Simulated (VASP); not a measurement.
Here is a VASP 6.6.1 calculation.

The input POSCAR:

```
SiO2
1.0
    5.0360753492      0.0000000000      0.0000000000
   -2.5180376746      4.3613691878      0.0000000000
    0.0000000000      0.0000000000      8.5650778639
Si O
4 8
Direct
    0.6666666667      0.3333333333      0.9370460701
    0.6666666667      0.3333333333      0.5629539299
    0.3333333333      0.6666666667      0.0629539299
    0.3333333333      0.6666666667      0.4370460701
    0.0000000000      0.4133082063      0.0000000000
    0.4133082063      0.4133082063      0.5000000000
    0.5866917937      0.0000000000      0.5000000000
    0.5866917937      0.5866917937      0.0000000000
    0.0000000000      0.5866917937      0.5000000000
    0.6666666667      0.3333333333      0.7500000000
    0.3333333333      0.6666666667      0.2500000000
    0.4133082063      0.0000000000      0.0000000000
```

INCAR.step1

```
ALGO = Normal ; EDIFF = 1E-4
ENCUT = 520 ; GGA = PE
ISMEAR = 0 ; LASPH = True
LCHARG = False ; LREAL = False
LWAVE = True ; NBANDS = 44
NELM = 100 ; PREC = Accurate
SIGMA = 0.02
```

INCAR.step2

```
ALGO = Normal ; EDIFF = 1E-6
ENCUT = 520 ; ISIF = 2
ISMEAR = 0 ; ISTART = 1
LASPH = True ; LCHARG = False
LMIXTAU = True ; LREAL = False
LWAVE = False ; METAGGA = R2SCAN
NBANDS = 44 ; NELM = 100
PREC = Accurate ; SIGMA = 0.02
```

KPOINTS

```
k-points
0
Gamma
  6 6 4
```

Potentials or basis: VASP PAW PBE potentials, release 64 (Si, O).

The run is started by

```bash
$ cat potpaw_PBE.64/Si/POTCAR potpaw_PBE.64/O/POTCAR > POTCAR
$ cp INCAR.step1 INCAR
$ mpirun -np 1 vasp_std > vasp.out
$ cp INCAR.step2 INCAR
$ mpirun -np 1 vasp_std > vasp.out
```

Problem. What does it give for the band gap on the k mesh?

Solution. 6.18 eV (least direct gap 6.24 eV).

Problem. What does it give for the pressure?

Solution. 0.1 GPa.

Forces on the atoms (eV/Å):
```
Si   0.000  0.000 -0.017
Si   0.000  0.000  0.017
Si   0.000  0.000  0.017
Si   0.000  0.000 -0.017
O    0.000  0.000  0.000
O    0.000  0.000  0.000
O   -0.001  0.000  0.000
O    0.000  0.000  0.000
O    0.000  0.000  0.000
O    0.000  0.000  0.000
O    0.000  0.000  0.000
O    0.001  0.000  0.000
```

Caveat: the PAW data sets were made with another functional, which shifts forces and pressure a little. A k mesh can miss the band edges.
